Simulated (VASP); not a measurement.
# Ti3W (Pm-3m) in VASP: further runs

Runs on Ti3W. Level: PBE. Tasks: single point, relaxation of cell and atoms.

Everything below comes from runs of VASP 6.6.1. Logs are shortened: lines on timing, memory, paths and dates and some standing lists are left out, and cuts for length are marked.

### 1 The cell of the first run

The structure is cubic, space group Pm-3m (No. 221). The conventional cell has a = 4.066 Å, b = 4.066 Å, c = 4.066 Å, α = 90.00°, β = 90.00°, γ = 90.00°. Ti (site symmetry 4/mmm) has 8 Ti at 2.88 Å and 4 W at 2.88 Å within 3.8 Å. Within 3.8 Å of W (site symmetry m-3m) lie 12 Ti at 2.88 Å.

### 2 Single point, PBE

Input file INCAR:

```
  PREC = Accurate
  ENCUT = 520
  EDIFF = 1E-6
  ISMEAR = 0
  SIGMA = 0.1
  LREAL = F
  LASPH = T
  NELM = 100
  ALGO = Fast
  ISIF = 2
  LWAVE = F
  LCHARG = T
  GGA = PE
  LELF = T
  LVHAR = T
  NBANDS = 33
```

Input file KPOINTS:

```
Automatic mesh
0
Gamma
  12 12 12
```

Input file POSCAR:

```
Ti3W
1.0
    4.0663822915      0.0000000000      0.0000000000
    0.0000000000      4.0663822915      0.0000000000
    0.0000000000      0.0000000000      4.0663822915
Ti W
3 1
Direct
    0.5000000000      0.0000000000      0.5000000000
    0.0000000000      0.5000000000      0.5000000000
    0.5000000000      0.5000000000      0.0000000000
    0.0000000000      0.0000000000      0.0000000000
```

Potentials or basis: VASP PAW PBE potentials, release 64 (Ti_sv, W_sv).

Run with:

```sh
cat potpaw_PBE.64/Ti_sv/POTCAR potpaw_PBE.64/W_sv/POTCAR > POTCAR
mpirun -np 1 vasp_std > vasp.out
```

OUTCAR:

```text
PREC = Accurate
   ENCUT = 520
   EDIFF = 1E-6
   ISMEAR = 0
   LREAL = F
   LASPH = T
   NELM = 100
   ISIF = 2
   GGA = PE

 ion  position               nearest neighbor table
   1  0.500  0.000  0.500-   2 2.88   3 2.88   4 2.88   3 2.88   4 2.88   2 2.88   3 2.88   3 2.88
                             2 2.88   4 2.88   4 2.88   2 2.88
   2  0.000  0.500  0.500-   1 2.88   3 2.88   4 2.88   3 2.88   4 2.88   1 2.88   4 2.88   4 2.88
                             1 2.88   3 2.88   3 2.88   1 2.88
   3  0.500  0.500  0.000-   1 2.88   2 2.88   4 2.88   1 2.88   2 2.88   1 2.88   4 2.88   1 2.88
                             2 2.88   4 2.88   2 2.88   4 2.88
   4  0.000  0.000  0.000-   1 2.88   2 2.88   3 2.88   1 2.88   2 2.88   2 2.88   3 2.88   2 2.88
                             1 2.88   3 2.88   1 2.88   3 2.88

  LATTYP: Found a simple cubic cell.
 ALAT       =     4.0663822915

  Lattice vectors:

 A1 = (   4.0663822915,   0.0000000000,   0.0000000000)
 A2 = (   0.0000000000,   4.0663822915,   0.0000000000)
 A3 = (   0.0000000000,   0.0000000000,   4.0663822915)

Analysis of symmetry for initial positions (statically):
=====================================================================
 Subroutine PRICEL returns:
 Original cell was already a primitive cell.

 Routine SETGRP: Setting up the symmetry group for a
 simple cubic supercell.

 Subroutine GETGRP returns: Found 48 space group operations
 (whereof 48 operations were pure point group operations)
 out of a pool of 48 trial point group operations.

The static configuration has the point symmetry O_h .

Analysis of symmetry for dynamics (positions and initial velocities):
=====================================================================
 Subroutine PRICEL returns:
 Original cell was already a primitive cell.

 Routine SETGRP: Setting up the symmetry group for a
 simple cubic supercell.

 Subroutine GETGRP returns: Found 48 space group operations
 (whereof 48 operations were pure point group operations)
 out of a pool of 48 trial point group operations.

The dynamic configuration has the point symmetry O_h .

 Subroutine INISYM returns: Found 48 space group operations
 (whereof 48 operations are pure point group operations),
 and found     1 'primitive' translations

----------------------------------------------------------------------------------------

                                     Primitive cell

  volume of cell :      67.2395

  direct lattice vectors                    reciprocal lattice vectors
     4.066382292  0.000000000  0.000000000     0.245918836  0.000000000  0.000000000
     0.000000000  4.066382292  0.000000000     0.000000000  0.245918836  0.000000000
     0.000000000  0.000000000  4.066382292     0.000000000  0.000000000  0.245918836

  length of vectors
     4.066382292  4.066382292  4.066382292     0.245918836  0.245918836  0.245918836

  position of ions in fractional coordinates (direct lattice)
     0.500000000  0.000000000  0.500000000
     0.000000000  0.500000000  0.500000000
     0.500000000  0.500000000  0.000000000
     0.000000000  0.000000000  0.000000000

  ion indices of the primitive-cell ions
   primitive index   ion index
                 1           1
                 2           2
                 3           3
                 4           4

----------------------------------------------------------------------------------------

 KPOINTS: Automatic mesh

Automatic generation of k-mesh.
 Grid dimensions read from file:
 generate k-points for:   12   12   12

 Generating k-lattice:

  Cartesian coordinates                     Fractional coordinates (reciprocal lattice)
     0.020493236  0.000000000  0.000000000     0.083333333  0.000000000  0.000000000
     0.000000000  0.020493236  0.000000000     0.000000000  0.083333333  0.000000000
     0.000000000  0.000000000  0.020493236     0.000000000  0.000000000  0.083333333

  Length of vectors
     0.020493236  0.020493236  0.020493236

  Shift w.r.t. Gamma in fractional coordinates (k-lattice)
     0.000000000  0.000000000  0.000000000

 Subroutine IBZKPT returns following result:
 ===========================================

 Found     84 irreducible k-points:

 Following reciprocal coordinates:
            Coordinates               Weight
  0.000000  0.000000  0.000000      1.000000
  0.083333  0.000000  0.000000      6.000000
  0.166667  0.000000  0.000000      6.000000
  0.250000  0.000000  0.000000      6.000000
  0.333333  0.000000  0.000000      6.000000
  0.416667  0.000000  0.000000      6.000000
[... 16 lines left out ...]
  0.333333  0.333333  0.000000     12.000000
  0.416667  0.333333  0.000000     24.000000
 [... further k-points ...]
   k-points           NKPTS =     84   k-points in BZ     NKDIM =     84   number of bands    NBANDS=     33
   number of dos      NEDOS =    301   number of ions     NIONS =      4
   total plane-waves  NPLWV =  27000
   dimension x,y,z NGX =    30 NGY =   30 NGZ =   30
   dimension x,y,z NGXF=    60 NGYF=   60 NGZF=   60
   ions per type =               3   1
   NGX,Y,Z   is equivalent  to a cutoff of  12.26, 12.26, 12.26 a.u.
   NGXF,Y,Z  is equivalent  to a cutoff of  24.53, 24.53, 24.53 a.u.
 SYSTEM =  unknown system
   PREC   = accura    normal or accurate (medium, high low for compatibility)
   ISTART =      0    job   : 0-new  1-cont  2-samecut
   ICHARG =      2    charge: 1-file 2-atom 10-const
   ISPIN  =      1    spin polarized calculation?
   LNONCOLLINEAR =      F non collinear calculations
   LSORBIT =      F    spin-orbit coupling
   LASPH  =      T    aspherical Exc in radial PAW
   ENCUT  =  520.0 eV  38.22 Ry    6.18 a.u.   7.56  7.56  7.56*2*pi/ulx,y,z
   NELM   =    100;   NELMIN=  2; NELMDL= -5     # of ELM steps
   EDIFF  = 0.1E-05   stopping-criterion for ELM
   LREAL  =      F    real-space projection
   EDIFFG = 0.1E-04   stopping-criterion for IOM
   NSW    =      0    number of steps for IOM
   IBRION =     -1    ionic relax: 0-MD 1-quasi-New 2-CG
   NFREE  =      0    steps in history (QN), initial steepest desc. (CG)
   ISIF   =      2    stress and relaxation
   ISYM   =      2    0-nonsym 1-usesym 2-fastsym
   POTIM  = 0.5000    time-step for ionic-motion
   TEBEG  =    0.0;   TEEND  =   0.0 temperature during run
   PSTRESS=    0.0 pullay stress
   NELECT =      50.0000    total number of electrons
   NUPDOWN=      -1.0000    fix difference up-down
   EMIN   =  10.00;   EMAX   =-10.00  energy-range for DOS
   EFERMI =   0.00;   METHOD = LEGACY
   ISMEAR =     0;   SIGMA  =   0.10  broadening in eV -4-tet -1-fermi 0-gaus
   EFERMI_NEDOS =   21; number of points for ismear=-14 and -15
   IALGO  =     68    algorithm
   IMIX   =      4    mixing-type and parameters
     AMIX     =   0.40;   BMIX     =  1.00
     AMIX_MAG =   1.60;   BMIX_MAG =  1.00
  volume/ion in A,a.u.               =      16.81       113.44
  Fermi-wavevector in a.u.,A,eV,Ry     =   1.483167  2.802779 29.929870  2.199783
  Thomas-Fermi vector in A             =   2.596862
   LORBIT       =      0    0 simple, 1 ext, 2 COOP (PROOUT), +10 PAW based schemes
   GGA     = PE    functional components
   LHFCALC =     F    Hartree Fock is set to
   AEXX    =    0.0000 exact exchange contribution
   IVDW    =     0    specifies the selected vdW correction
   LEPSILON=     F    determine dielectric tensor
   LRPA    =     F    only Hartree local field effects (RPA)
 non-spin polarized calculation
 RMM-DIIS sequential band-by-band and
 Gauss-broadening in eV      SIGMA  =   0.10
  energy-cutoff  :      520.00
  volume of cell :       67.24
 maximum number of plane-waves:      1856
   NGX = 15   NGY = 15   NGZ = 15

 number of electron      50.0000014 magnetization

 Free energy of the ion-electron system (eV)
  ---------------------------------------------------
  ext. energy  EPLUGINS =         0.00000000
  ---------------------------------------------------
  free energy    TOTEN  =       -35.86645275 eV

  energy without entropy =      -35.83053123  energy(sigma->0) =      -35.84849199

 E-fermi :   8.9857     XC(G=0): -12.0794

 val. band max:        8.9816306029   @ k =   0.3333   0.3333   0.0000
 cond. band min:       8.9875722329   @ k =   0.2500   0.0833   0.0833
 fundamental gap:      0.0059416300
 Fermi energy:         8.9857400955

 k-point     1 :       0.0000    0.0000    0.0000
  band No.  band energies     occupation
      1     -64.5807      2.00000
      2     -47.7215      2.00000
      3     -47.5835      2.00000
      4     -47.5835      2.00000
      5     -28.7933      2.00000
      6     -28.7933      2.00000
[... 25 lines left out ...]
     32      12.6132      0.00000
     33      12.9479      0.00000

 k-point     2 :       0.0833    0.0000    0.0000
  band No.  band energies     occupation
      1     -64.5807      2.00000
      2     -47.7194      2.00000
      3     -47.5856      2.00000
      4     -47.5834      2.00000
      5     -28.7931      2.00000
      6     -28.7928      2.00000
[... 25 lines left out ...]
     32      12.5615      0.00000
     33      12.8661      0.00000

 k-point     3 :       0.1667    0.0000    0.0000
  band No.  band energies     occupation
      1     -64.5807      2.00000
      2     -47.7135      2.00000
      3     -47.5917      2.00000
      4     -47.5833      2.00000
      5     -28.7925      2.00000
      6     -28.7915      2.00000
[... 25 lines left out ...]
     32      12.3200      0.00000
     33      12.5410      0.00000

 k-point     4 :       0.2500    0.0000    0.0000
  band No.  band energies     occupation
      1     -64.5806      2.00000
      2     -47.7042      2.00000
      3     -47.6011      2.00000
      4     -47.5832      2.00000
      5     -28.7916      2.00000
      6     -28.7896      2.00000
[... 673 lines left out ...]
     32      10.9926      0.00000
     33      11.0274      0.00000

 k-point    23 :       0.3333    0.3333    0.0000
  band No.  band energies     occupation
      1     -64.5804      2.00000
      2     -47.6684      2.00000
      3     -47.6178      2.00000
      4     -47.6017      2.00000
      5     -28.7983      2.00000
      6     -28.7919      2.00000
[... 25 lines left out ...]
     32      11.2198      0.00000
     33      11.2419      0.00000

 k-point    24 :       0.4167    0.3333    0.0000
  band No.  band energies     occupation
      1     -64.5804      2.00000
      2     -47.6582      2.00000
      3     -47.6245      2.00000
      4     -47.6051      2.00000
      5     -28.7984      2.00000
      6     -28.7947      2.00000
[... 25 lines left out ...]
     32      10.9814      0.00000
     33      10.9958      0.00000

 [... further k-points ...]

------------------------ aborting loop because EDIFF is reached ----------------------------------------

  FORCE on cell =-STRESS in cart. coord.  units (eV):
  Direction    XX          YY          ZZ          XY          YZ          ZX
  --------------------------------------------------------------------------------------
  -------------------------------------------------------------------------------------
  Total       -0.0719617     -0.0719617     -0.0719617      0.0000000      0.0000000     -0.0000000
  in kB       -1.7146981     -1.7146981     -1.7146981      0.0000000      0.0000000     -0.0000000
  external PRESSURE =      -1.7146981 kB  Pullay stress =       0.0000000 kB

 VOLUME and BASIS-vectors are now :
 -----------------------------------------------------------------------------
  energy-cutoff  :      520.00
  volume of cell :       67.24
      direct lattice vectors                 reciprocal lattice vectors
     4.066382292  0.000000000  0.000000000     0.245918836  0.000000000  0.000000000
     0.000000000  4.066382292  0.000000000     0.000000000  0.245918836  0.000000000
     0.000000000  0.000000000  4.066382292     0.000000000  0.000000000  0.245918836

 POSITION                                       TOTAL-FORCE (eV/Angst)
 -----------------------------------------------------------------------------------
      2.03319      0.00000      2.03319         0.000000      0.000000      0.000000
      0.00000      2.03319      2.03319         0.000000      0.000000      0.000000
      2.03319      2.03319      0.00000         0.000000      0.000000      0.000000
      0.00000      0.00000      0.00000         0.000000      0.000000      0.000000
 -----------------------------------------------------------------------------------
    total drift:                               -0.000000      0.000000     -0.000000

  FREE ENERGIE OF THE ION-ELECTRON SYSTEM (eV)
  ---------------------------------------------------
  free  energy   TOTEN  =       -35.8664527530 eV

  energy  without entropy=      -35.8305312302  energy(sigma->0) =      -35.84849199
```

Run time: 3.1 min. Hardware: 1 thread of Intel Xeon 6975P-C (Granite Rapids), shared host; peak memory 0.28 GiB.

What came out:

```
Free energy            : -35.8665 eV
Pressure               : -0.2 GPa
Band gap on the k mesh : zero (bands 25 and 26 overlap by 1.35 eV)
```

Levels at points of the mesh, in eV from the Fermi level:
```tsv
k point	band 23	band 24	band 25	band 26	band 27	band 28
(0.00, 0.00, 0.00)	-2.54	0.60	0.60	0.60	2.52	2.52
(0.50, 0.00, 0.00)	-1.23	-0.72	-0.48	-0.48	0.50	1.09
(0.50, 0.50, 0.00)	-1.10	-0.47	-0.45	-0.43	-0.15	-0.15
(0.50, 0.50, 0.50)	0.45	0.45	0.45	0.63	0.65	0.65
```

Caveat: spin-orbit coupling is left out, which moves the levels of the heavy elements.

### 3 Relaxation of cell and atoms, PBE

Input file INCAR:

```
  PREC = Accurate
  ENCUT = 600
  EDIFF = 1E-7
  ISMEAR = 0
  SIGMA = 0.1
  LREAL = False
  LASPH = True
  NELM = 100
  ALGO = Fast
  ISIF = 3
  LWAVE = False
  LCHARG = False
  GGA = PE
  IBRION = 2
  NSW = 100
  EDIFFG = -0.01
```

Input file KPOINTS:

```
regular mesh
0
Gamma
  12 12 12
```

Input file POSCAR:

```
Ti3W
1.0
    4.0684249993      0.0000000000      0.0000000000
    0.0000000000      4.0684249993      0.0000000000
    0.0000000000      0.0000000000      4.0684249993
Ti W
3 1
Direct
    0.5000000000      0.0000000000      0.5000000000
    0.0000000000      0.5000000000      0.5000000000
    0.5000000000      0.5000000000      0.0000000000
    0.0000000000      0.0000000000      0.0000000000
```

Potentials or basis: VASP PAW PBE potentials, release 64 (Ti_sv, W_sv).

Run with:

```sh
cat potpaw_PBE.64/Ti_sv/POTCAR potpaw_PBE.64/W_sv/POTCAR > POTCAR
mpirun -np 1 vasp_std > vasp.out
```

OUTCAR:

```text
PREC = Accurate
   ENCUT = 600
   EDIFF = 1E-7
   ISMEAR = 0
   LREAL = False
   LASPH = True
   NELM = 100
   ISIF = 3
   GGA = PE
   IBRION = 2
   NSW = 100
   EDIFFG = -0.01

 ion  position               nearest neighbor table
   1  0.500  0.000  0.500-   2 2.88   3 2.88   4 2.88   3 2.88   4 2.88   2 2.88   3 2.88   3 2.88
                             2 2.88   4 2.88   4 2.88   2 2.88
   2  0.000  0.500  0.500-   1 2.88   3 2.88   4 2.88   3 2.88   4 2.88   1 2.88   4 2.88   4 2.88
                             1 2.88   3 2.88   3 2.88   1 2.88
   3  0.500  0.500  0.000-   1 2.88   2 2.88   4 2.88   1 2.88   2 2.88   1 2.88   4 2.88   1 2.88
                             2 2.88   4 2.88   2 2.88   4 2.88
   4  0.000  0.000  0.000-   1 2.88   2 2.88   3 2.88   1 2.88   2 2.88   2 2.88   3 2.88   2 2.88
                             1 2.88   3 2.88   1 2.88   3 2.88

  LATTYP: Found a simple cubic cell.
 ALAT       =     4.0684249993

[... 270 lines left out ...]

  energy without entropy =      -35.82999012  energy(sigma->0) =      -35.84792794

 E-fermi :   8.9998     XC(G=0): -12.0853

 val. band max:        8.9959840718   @ k =   0.3333   0.3333   0.0000
 cond. band min:       9.0010023824   @ k =   0.2500   0.0833   0.0833
 fundamental gap:      0.0050183106
 Fermi energy:         8.9998128145

 k-point     1 :       0.0000    0.0000    0.0000
  band No.  band energies     occupation
      1     -64.5640      2.00000
      2     -47.7048      2.00000
      3     -47.5661      2.00000
      4     -47.5661      2.00000
      5     -28.7775      2.00000
      6     -28.7775      2.00000
[... 781 lines left out ...]
     29      10.5364      0.00000
     30      10.7802      0.00000

 [... further k-points ...]

------------------------ aborting loop because EDIFF is reached ----------------------------------------

  FORCE on cell =-STRESS in cart. coord.  units (eV):
  Direction    XX          YY          ZZ          XY          YZ          ZX
  --------------------------------------------------------------------------------------
  -------------------------------------------------------------------------------------
  Total        0.0003444      0.0003444      0.0003444     -0.0000000      0.0000000     -0.0000000
  in kB        0.0082160      0.0082160      0.0082160     -0.0000000      0.0000000     -0.0000000
  external PRESSURE =       0.0082160 kB  Pullay stress =       0.0000000 kB
[... 19 lines left out ...]
  FREE ENERGIE OF THE ION-ELECTRON SYSTEM (eV)
  ---------------------------------------------------
  free  energy   TOTEN  =       -35.8658657610 eV

  energy  without entropy=      -35.8299901208  energy(sigma->0) =      -35.84792794

 reached required accuracy - stopping structural energy minimisation
```

CONTCAR:

```text
Ti3W
   1.00000000000000
     4.0647431330560178    0.0000000000000000   -0.0000000000000000
    -0.0000000000000000    4.0647431330560178   -0.0000000000000000
     0.0000000000000000    0.0000000000000000    4.0647431330560178
  Ti              W
     3     1
Direct
     0.5000000000000000    0.0000000000000000    0.5000000000000000
     0.0000000000000000    0.5000000000000000    0.5000000000000000
     0.5000000000000000    0.5000000000000000    0.0000000000000000
     0.0000000000000000    0.0000000000000000    0.0000000000000000

  0.00000000E+00  0.00000000E+00  0.00000000E+00
  0.00000000E+00  0.00000000E+00  0.00000000E+00
  0.00000000E+00  0.00000000E+00  0.00000000E+00
  0.00000000E+00  0.00000000E+00  0.00000000E+00
```

Run time: 10 min. Hardware: 1 thread of Intel Xeon 6975P-C (Granite Rapids), shared host; peak memory 0.35 GiB.

What came out:

```yaml
Free_energy: -35.8659 eV
Relaxed_volume: 16.79 Å³/atom
Relaxed_cell: a = 4.065 Å, b = 4.065 Å, c = 4.065 Å, α = 90.00°, β = 90.00°, γ = 90.00°
Space_group_after_relaxing_to_0.1_Å: Pm-3m (No. 221)
Energy_gained_by_relaxing: 0.1 meV/atom
Ionic_steps: 3
Pressure_after_relaxing: 0.0 GPa
Band_gap_on_the_k_mesh: zero (bands 25 and 26 overlap by 1.35 eV)
```

Step by step:
```
step  energy change (eV)  largest force (eV/Å)  pressure (GPa)  volume (Å³)
   1              0.0000                0.0000           -0.39        67.34
   2              0.0001                0.0000            0.47        66.94
   3             -0.0002                0.0000            0.00        67.16
```

Final structure:
```yaml
crystal:
  lattice:
    - [4.06474, 0.00000, 0.00000]
    - [0.00000, 4.06474, 0.00000]
    - [0.00000, 0.00000, 4.06474]
  atoms:
    - { symbol: Ti, position: [0.50000, 0.00000, 0.50000] }
    - { symbol: Ti, position: [0.00000, 0.50000, 0.50000] }
    - { symbol: Ti, position: [0.50000, 0.50000, 0.00000] }
    - { symbol: W, position: [0.00000, 0.00000, 0.00000] }
```

Caveat: spin-orbit coupling is left out, which moves the levels of the heavy elements.
